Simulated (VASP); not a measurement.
# MnS (R-3m) in VASP: further runs

MnS is run at these levels: PBEsol, PBE; tasks: single point.

Program: VASP 6.6.1. These are calculated values, not measurements. Logs are shortened: lines on timing, memory, paths and dates and some standing lists are left out, and cuts for length are marked.

**1. The cell of the first run**

It takes space group R-3m (No. 166, trigonal). The conventional cell has a = 3.660 Å, b = 3.660 Å, c = 8.913 Å, α = 90.00°, β = 90.00°, γ = 120.00°. Mn (site symmetry -3m) has 6 S at 2.58 Å within 3.4 Å. Within 3.4 Å of S (site symmetry -3m) lie 6 Mn at 2.58 Å.

**2. Single point, PBEsol, collinear spin, ferromagnetic start**

The input, INCAR:

```
  ALGO = Normal
  EDIFF = 1E-6
  ENCUT = 520
  GGA = PS
  ISIF = 2
  ISMEAR = 0
  ISPIN = 2
  LASPH = T
  LCHARG = T
  LELF = T
  LMAXMIX = 4
  LORBIT = 11
  LREAL = F
  LVHAR = T
  LWAVE = F
  MAGMOM = 4 0
  NBANDS = 20
  NELM = 150
  PREC = Accurate
  SIGMA = 0.05
```

The input, KPOINTS:

```
k-points
0
Gamma
  9 9 9
```

The input, POSCAR:

```
MnS
1.0
    1.8299960138      1.0565486912      2.9709202777
   -1.8299960138      1.0565486912      2.9709202777
    0.0000000000     -2.1130973823      2.9709202777
Mn S
1 1
Direct
    0.0000000000      0.0000000000      0.0000000000
    0.5000000000      0.5000000000      0.5000000000
```

Potentials or basis: VASP PAW PBE potentials, release 64 (Mn_pv, S).

Launch:

```
$ cat potpaw_PBE.64/Mn_pv/POTCAR potpaw_PBE.64/S/POTCAR > POTCAR
$ mpirun -np 1 vasp_std > vasp.out
```

OUTCAR:

```text
EDIFF = 1E-6
   ENCUT = 520
   GGA = PS
   ISIF = 2
   ISMEAR = 0
   ISPIN = 2
   LASPH = T
   LORBIT = 11
   LREAL = F
   NELM = 150
   PREC = Accurate

 ion  position               nearest neighbor table
   1  0.000  0.000  0.000-   2 2.58   2 2.58   2 2.58   2 2.58   2 2.58   2 2.58
   2  0.500  0.500  0.500-   1 2.58   1 2.58   1 2.58   1 2.58   1 2.58   1 2.58

  LATTYP: Found a trigonal (rhomboedric) cell.
 ALAT       =     3.6457575130
 COS(alpha) =     0.4960879726

  Lattice vectors:

 A1 = (   1.8299960138,   1.0565486912,   2.9709202777)
 A2 = (  -1.8299960138,   1.0565486912,   2.9709202777)
 A3 = (   0.0000000000,  -2.1130973823,   2.9709202777)

Analysis of symmetry for initial positions (statically):
=====================================================================
 Subroutine PRICEL returns:
 Original cell was already a primitive cell.

 Routine SETGRP: Setting up the symmetry group for a
 trigonal (rhombohedral) supercell.

 Subroutine GETGRP returns: Found 12 space group operations
 (whereof 12 operations were pure point group operations)
 out of a pool of 12 trial point group operations.

The static configuration has the point symmetry D_3d.

Analysis of symmetry for dynamics (positions and initial velocities):
=====================================================================
 Subroutine PRICEL returns:
 Original cell was already a primitive cell.

 Routine SETGRP: Setting up the symmetry group for a
 trigonal (rhombohedral) supercell.

 Subroutine GETGRP returns: Found 12 space group operations
 (whereof 12 operations were pure point group operations)
 out of a pool of 12 trial point group operations.

The dynamic configuration has the point symmetry D_3d.

Analysis of structural, dynamic, and magnetic symmetry:
=====================================================================
 Subroutine PRICEL returns:
 Original cell was already a primitive cell.

 Routine SETGRP: Setting up the symmetry group for a
 trigonal (rhombohedral) supercell.

 Subroutine GETGRP returns: Found 12 space group operations
 (whereof 12 operations were pure point group operations)
 out of a pool of 12 trial point group operations.

The overall configuration has the point symmetry D_3d.

 Subroutine INISYM returns: Found 12 space group operations
 (whereof 12 operations are pure point group operations),
 and found     1 'primitive' translations

----------------------------------------------------------------------------------------

                                     Primitive cell

  volume of cell :      34.4653

  direct lattice vectors                    reciprocal lattice vectors
     1.829996014  1.056548691  2.970920278     0.273224639  0.157746319  0.112198680
    -1.829996014  1.056548691  2.970920278    -0.273224639  0.157746319  0.112198680
     0.000000000 -2.113097382  2.970920278     0.000000000 -0.315492638  0.112198680

  length of vectors
     3.645757513  3.645757513  3.645757513     0.334849441  0.334849441  0.334849441

  position of ions in fractional coordinates (direct lattice)
     0.000000000  0.000000000  0.000000000
     0.500000000  0.500000000  0.500000000

  ion indices of the primitive-cell ions
   primitive index   ion index
                 1           1
                 2           2

----------------------------------------------------------------------------------------

 KPOINTS: k-points

Automatic generation of k-mesh.
 Grid dimensions read from file:
 generate k-points for:    9    9    9

 Generating k-lattice:

  Cartesian coordinates                     Fractional coordinates (reciprocal lattice)
     0.030358293  0.017527369  0.012466520     0.111111111  0.000000000  0.000000000
    -0.030358293  0.017527369  0.012466520     0.000000000  0.111111111  0.000000000
     0.000000000 -0.035054738  0.012466520     0.000000000  0.000000000  0.111111111

  Length of vectors
     0.037205493  0.037205493  0.037205493

  Shift w.r.t. Gamma in fractional coordinates (k-lattice)
     0.000000000  0.000000000  0.000000000

 Subroutine IBZKPT returns following result:
 ===========================================

 Found     85 irreducible k-points:

 Following reciprocal coordinates:
            Coordinates               Weight
  0.000000  0.000000  0.000000      1.000000
  0.111111 -0.000000 -0.000000      6.000000
  0.222222  0.000000 -0.000000      6.000000
  0.333333 -0.000000 -0.000000      6.000000
  0.444444  0.000000 -0.000000      6.000000
  0.111111  0.111111 -0.000000      6.000000
[... 16 lines left out ...]
 -0.333333  0.333333  0.000000      6.000000
  0.444444  0.444444 -0.000000      6.000000
 [... further k-points ...]
   k-points           NKPTS =     85   k-points in BZ     NKDIM =     85   number of bands    NBANDS=     20
   number of dos      NEDOS =    301   number of ions     NIONS =      2
   total plane-waves  NPLWV =  21952
   dimension x,y,z NGX =    28 NGY =   28 NGZ =   28
   dimension x,y,z NGXF=    56 NGYF=   56 NGZF=   56
   ions per type =               1   1
   NGX,Y,Z   is equivalent  to a cutoff of  12.77, 12.77, 12.77 a.u.
   NGXF,Y,Z  is equivalent  to a cutoff of  25.54, 25.54, 25.54 a.u.
 SYSTEM =  unknown system
   PREC   = accura    normal or accurate (medium, high low for compatibility)
   ISTART =      0    job   : 0-new  1-cont  2-samecut
   ICHARG =      2    charge: 1-file 2-atom 10-const
   ISPIN  =      2    spin polarized calculation?
   LNONCOLLINEAR =      F non collinear calculations
   LSORBIT =      F    spin-orbit coupling
   LASPH  =      T    aspherical Exc in radial PAW
   ENCUT  =  520.0 eV  38.22 Ry    6.18 a.u.   6.78  6.78  6.78*2*pi/ulx,y,z
   NELM   =    150;   NELMIN=  2; NELMDL= -5     # of ELM steps
   EDIFF  = 0.1E-05   stopping-criterion for ELM
   LREAL  =      F    real-space projection
   EDIFFG = 0.1E-04   stopping-criterion for IOM
   NSW    =      0    number of steps for IOM
   IBRION =     -1    ionic relax: 0-MD 1-quasi-New 2-CG
   NFREE  =      0    steps in history (QN), initial steepest desc. (CG)
   ISIF   =      2    stress and relaxation
   ISYM   =      2    0-nonsym 1-usesym 2-fastsym
   POTIM  = 0.5000    time-step for ionic-motion
   TEBEG  =    0.0;   TEEND  =   0.0 temperature during run
   PSTRESS=    0.0 pullay stress
   NELECT =      19.0000    total number of electrons
   NUPDOWN=      -1.0000    fix difference up-down
   EMIN   =  10.00;   EMAX   =-10.00  energy-range for DOS
   EFERMI =   0.00;   METHOD = LEGACY
   ISMEAR =     0;   SIGMA  =   0.05  broadening in eV -4-tet -1-fermi 0-gaus
   EFERMI_NEDOS =   21; number of points for ismear=-14 and -15
   IALGO  =     38    algorithm
   IMIX   =      4    mixing-type and parameters
     AMIX     =   0.40;   BMIX     =  1.00
     AMIX_MAG =   1.60;   BMIX_MAG =  1.00
  volume/ion in A,a.u.               =      17.23       116.29
  Fermi-wavevector in a.u.,A,eV,Ry     =   1.342349  2.536672 24.516344  1.801900
  Thomas-Fermi vector in A             =   2.470510
   LORBIT       =     11    0 simple, 1 ext, 2 COOP (PROOUT), +10 PAW based schemes
   GGA     = PS    functional components
   LHFCALC =     F    Hartree Fock is set to
   AEXX    =    0.0000 exact exchange contribution
   IVDW    =     0    specifies the selected vdW correction
   LEPSILON=     F    determine dielectric tensor
   LRPA    =     F    only Hartree local field effects (RPA)
 spin polarized calculation
 Gauss-broadening in eV      SIGMA  =   0.05
  energy-cutoff  :      520.00
  volume of cell :       34.47
 maximum number of plane-waves:       944
   NGX = 13   NGY = 13   NGZ = 13

 number of electron      18.9999995 magnetization       4.6374939

 Free energy of the ion-electron system (eV)
  ---------------------------------------------------
  ext. energy  EPLUGINS =         0.00000000
  ---------------------------------------------------
  free energy    TOTEN  =       -14.89008017 eV

  energy without entropy =      -14.88905854  energy(sigma->0) =      -14.88956936

 E-fermi :   6.8133     XC(G=0): -10.9395

 val. band max:        6.8124928182   @ k =   0.3333  -0.0000  -0.0000
 cond. band min:       6.8348057091   @ k =  -0.4444   0.3333   0.0000
 fundamental gap:      0.0223128909
 Fermi energy:         6.8132843426

 spin component 1

 k-point     1 :       0.0000    0.0000    0.0000
  band No.  band energies     occupation
      1     -43.6752      1.00000
      2     -43.6752      1.00000
      3     -43.6751      1.00000
      4      -7.9477      1.00000
      5       3.4290      1.00000
      6       3.4290      1.00000
[... 12 lines left out ...]
     19      18.6948      0.00000
     20      19.1021      0.00000

 k-point     2 :       0.1111   -0.0000   -0.0000
  band No.  band energies     occupation
      1     -43.6762      1.00000
      2     -43.6753      1.00000
      3     -43.6753      1.00000
      4      -7.8174      1.00000
      5       3.0819      1.00000
      6       3.1328      1.00000
[... 12 lines left out ...]
     19      18.1106      0.00000
     20      19.5668      0.00000

 k-point     3 :       0.2222    0.0000   -0.0000
  band No.  band energies     occupation
      1     -43.6790      1.00000
      2     -43.6757      1.00000
      3     -43.6757      1.00000
      4      -7.4548      1.00000
      5       1.8606      1.00000
      6       2.5563      1.00000
[... 12 lines left out ...]
     19      18.1384      0.00000
     20      21.9120      0.00000

 k-point     4 :       0.3333   -0.0000   -0.0000
  band No.  band energies     occupation
      1     -43.6821      1.00000
      2     -43.6761      1.00000
      3     -43.6761      1.00000
      4      -6.9631      1.00000
      5       0.5149      1.00000
      6       2.1093      1.00000
[... 429 lines left out ...]
 k-point    23 :      -0.3333    0.3333    0.0000
  band No.  band energies     occupation
      1     -43.6815      1.00000
      2     -43.6813      1.00000
      3     -43.6775      1.00000
      4      -6.3391      1.00000
      5       0.6491      1.00000
      6       1.2372      1.00000
[... 12 lines left out ...]
     19      23.5517      0.00000
     20      24.7960      0.00000

 k-point    24 :       0.4444    0.4444   -0.0000
  band No.  band energies     occupation
      1     -43.6835      1.00000
      2     -43.6787      1.00000
      3     -43.6786      1.00000
      4      -6.4413      1.00000
      5       0.6750      1.00000
      6       2.8764      1.00000
[... 12 lines left out ...]
     19      21.6344      0.00000
     20      21.6414      0.00000

 [... further k-points ...]

 spin component 2

 k-point     1 :       0.0000    0.0000    0.0000
  band No.  band energies     occupation
      1     -39.2614      1.00000
      2     -39.2611      1.00000
      3     -39.2611      1.00000
      4      -7.6238      1.00000
      5       5.1432      1.00000
      6       5.1432      1.00000
[... 12 lines left out ...]
     19      19.8004      0.00000
     20      20.7194      0.00000

 k-point     2 :       0.1111   -0.0000   -0.0000
  band No.  band energies     occupation
      1     -39.2626      1.00000
      2     -39.2615      1.00000
      3     -39.2613      1.00000
      4      -7.4990      1.00000
      5       4.2278      1.00000
      6       4.7601      1.00000
[... 12 lines left out ...]
     19      18.6516      0.00000
     20      20.9544      0.00000

 k-point     3 :       0.2222    0.0000   -0.0000
  band No.  band energies     occupation
      1     -39.2663      1.00000
      2     -39.2621      1.00000
      3     -39.2618      1.00000
      4      -7.1537      1.00000
      5       2.6476      1.00000
      6       4.1392      1.00000
[... 12 lines left out ...]
     19      19.2734      0.00000
     20      22.6087      0.00000

 k-point     4 :       0.3333   -0.0000   -0.0000
  band No.  band energies     occupation
      1     -39.2706      1.00000
      2     -39.2627      1.00000
      3     -39.2623      1.00000
      4      -6.6913      1.00000
      5       1.2303      1.00000
      6       3.6522      1.00000
[... 429 lines left out ...]
 k-point    23 :      -0.3333    0.3333    0.0000
  band No.  band energies     occupation
      1     -39.2696      1.00000
      2     -39.2695      1.00000
      3     -39.2644      1.00000
      4      -6.0797      1.00000
      5       1.4129      1.00000
      6       1.8201      1.00000
[... 12 lines left out ...]
     19      24.4879      0.00000
     20      25.7059      0.00000

 k-point    24 :       0.4444    0.4444   -0.0000
  band No.  band energies     occupation
      1     -39.2723      1.00000
      2     -39.2659      1.00000
      3     -39.2658      1.00000
      4      -6.1506      1.00000
      5       1.1294      1.00000
      6       3.5760      1.00000
[... 12 lines left out ...]
     19      22.0560      0.00000
     20      22.0685      0.00000

 [... further k-points ...]
[... 5 lines left out ...]
  --------------------------------------------------------------------------------------
  -------------------------------------------------------------------------------------
  Total       -1.3125497     -1.3125497     -1.2145636      0.0000000     -0.0000000     -0.0000000
  in kB      -61.0160960    -61.0160960    -56.4610460      0.0000000     -0.0000000     -0.0000000
  external PRESSURE =     -59.4977460 kB  Pullay stress =       0.0000000 kB

 VOLUME and BASIS-vectors are now :
 -----------------------------------------------------------------------------
  energy-cutoff  :      520.00
  volume of cell :       34.47
      direct lattice vectors                 reciprocal lattice vectors
     1.829996014  1.056548691  2.970920278     0.273224639  0.157746319  0.112198680
    -1.829996014  1.056548691  2.970920278    -0.273224639  0.157746319  0.112198680
     0.000000000 -2.113097382  2.970920278     0.000000000 -0.315492638  0.112198680

 POSITION                                       TOTAL-FORCE (eV/Angst)
 -----------------------------------------------------------------------------------
      0.00000      0.00000      0.00000        -0.000000      0.000000      0.000000
      0.00000      0.00000      4.45638         0.000000     -0.000000     -0.000000
 -----------------------------------------------------------------------------------
    total drift:                                0.000000      0.000000      0.000000

  FREE ENERGIE OF THE ION-ELECTRON SYSTEM (eV)
  ---------------------------------------------------
  free  energy   TOTEN  =       -14.8900801722 eV

  energy  without entropy=      -14.8890585448  energy(sigma->0) =      -14.88956936

 total charge

# of ion       s       p       d       tot
------------------------------------------
    1        0.222   6.174   4.939  11.336
    2        1.323   2.375   0.000   3.697
--------------------------------------------------
tot          1.545   8.549   4.939  15.033

 magnetization (x)

# of ion       s       p       d       tot
------------------------------------------
    1        0.051   0.040   4.102   4.194
    2        0.026   0.070   0.000   0.096
--------------------------------------------------
tot          0.078   0.110   4.102   4.290
```

It took 3.3 min on 1 thread of Oxide Virtual Turin-like, shared host; peak memory 0.2 GiB.

What came out:

```yaml
Free_energy: -14.8901 eV
Pressure: -5.9 GPa
Net_moment: 4.64 μB per cell
Site_moments: Mn +4.19; S +0.10 μB
Valence_electrons_inside_the_program's_atomic_spheres: Mn 11.34; S 3.70
```

Stress tensor (GPa, compression positive):
```
-6.10  0.00  0.00
 0.00 -6.10  0.00
 0.00  0.00 -5.65
```

Caveat: the cell stands under tension; the PAW data sets were made with another functional, which shifts forces and pressure a little; a cell with one magnetic atom can't hold antiferromagnetic order, which such compounds often take; semilocal functionals often make such compounds metallic where correlation or magnetic order opens a gap, which also shifts bond lengths.

**3. Single point, PBE, collinear spin, ferromagnetic start**

The input, INCAR:

```
ALGO     = Normal         # electronic algorithm
EDIFF    = 1E-6           # SCF threshold, eV
ENCUT    = 520            # plane-wave cutoff, eV
GGA      = PE             # functional
ISIF     = 2              # what is computed and relaxed
ISMEAR   = 0              # smearing method
ISPIN    = 2              # spin polarisation
LASPH    = True           # aspherical terms in the spheres
LCHARG   = False          # write CHGCAR
LMAXMIX  = 4              # l up to which the mixer works
LORBIT   = 11             # projections on sites
LREAL    = False          # projectors in reciprocal space
LWAVE    = False          # write WAVECAR
MAGMOM   = 4 0            # initial moments
NBANDS   = 20             # bands
NELM     = 150            # most SCF steps
PREC     = Accurate       # precision mode
SIGMA    = 0.1            # smearing width, eV
```

KPOINTS is that of step 2.

POSCAR is that of step 2.

Potentials or basis: VASP PAW PBE potentials, release 64 (Mn_pv, S).

Launch:

```
$ cat potpaw_PBE.64/Mn_pv/POTCAR potpaw_PBE.64/S/POTCAR > POTCAR
$ mpirun -np 1 vasp_std > vasp.out
```

It took 3.2 min on 1 thread of Oxide Virtual Turin-like, shared host; peak memory 0.2 GiB.

It converged, with:

| Property | Result |
| --- | --- |
| Free energy | -14.0801 eV |
| Pressure | -1.5 GPa |
| Net moment | 4.66 μB per cell |
| Site moments | Mn +4.22; S +0.10 μB |
| Valence electrons inside the program's atomic spheres | Mn 11.33; S 3.73 |

Stress tensor (GPa, compression positive):
```
-1.68  0.00  0.00
 0.00 -1.68  0.00
 0.00  0.00 -1.23
```

Levels at points of the mesh, in eV from the Fermi level:
Spin up:
```
           k point  band 8  band 9  band 10  band 11  band 12  band 13  band 14  band 15  band 16  band 17
(0.00, 0.00, 0.00)   -3.30   -3.30    -1.93    -1.93    -1.88     1.89     8.61     8.61     8.69    10.64
```
Spin down:
| k point | band 4 | band 5 | band 6 | band 7 | band 8 | band 9 | band 10 | band 11 |
| --- | --- | --- | --- | --- | --- | --- | --- | --- |
| (0.00, 0.00, 0.00) | -14.46 | -1.71 | -1.71 | -1.66 | 0.23 | 0.23 | 0.26 | 0.30 |

Caveat: a cell with one magnetic atom can't hold antiferromagnetic order, which such compounds often take; semilocal functionals often make such compounds metallic where correlation or magnetic order opens a gap, which also shifts bond lengths. With open d or f shells a metallic result of PBE can be an artefact of self-interaction; +U or a hybrid may open a gap.
